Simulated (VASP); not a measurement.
NaCl, 4 atoms in the cell. The structure is cubic, space group Fm-3m (No. 225). Conventional cell: a = 5.578 Å, b = 5.578 Å, c = 5.578 Å, α = 90.00°, β = 90.00°, γ = 90.00°. Within 3.7 Å of Na (site symmetry m-3m) lie 6 Cl at 2.79 Å. Within 3.7 Å of Cl (site symmetry m-3m) lie 6 Na at 2.79 Å. 

- Program: VASP 6.6.1
- Task: phonons
- Functional: PBE
- Dispersion: D3(BJ)
- Potentials or basis: VASP PAW PBE potentials, release 64 (Na_pv, Cl)
- Cutoff: 520 eV
- k mesh: 6 × 4 × 6
- Occupations: gaussian, width 0.01 eV
- Spin: no spin polarisation
- Dipole correction: no
- Further INCAR settings: ALGO = Normal; EDIFF = 1e-08; IBRION = 6; POTIM = 0.015; NSW = 1

Potentials or basis: VASP PAW PBE potentials, release 64 (Na_pv, Cl).

Launch:

```sh
$ cat potpaw_PBE.64/Na_pv/POTCAR potpaw_PBE.64/Cl/POTCAR > POTCAR
$ mpirun -np 1 vasp_std > vasp.out
```

Hardware: 1 thread of Intel Xeon 8259CL, with other jobs on the host.

Problem. How long does it take, and how much memory?

Solution. It took 9.9 min on 1 thread of Intel Xeon 8259CL, on a shared host, peak memory 0.33 GiB. Counts: scf iterations 96, k points 39.
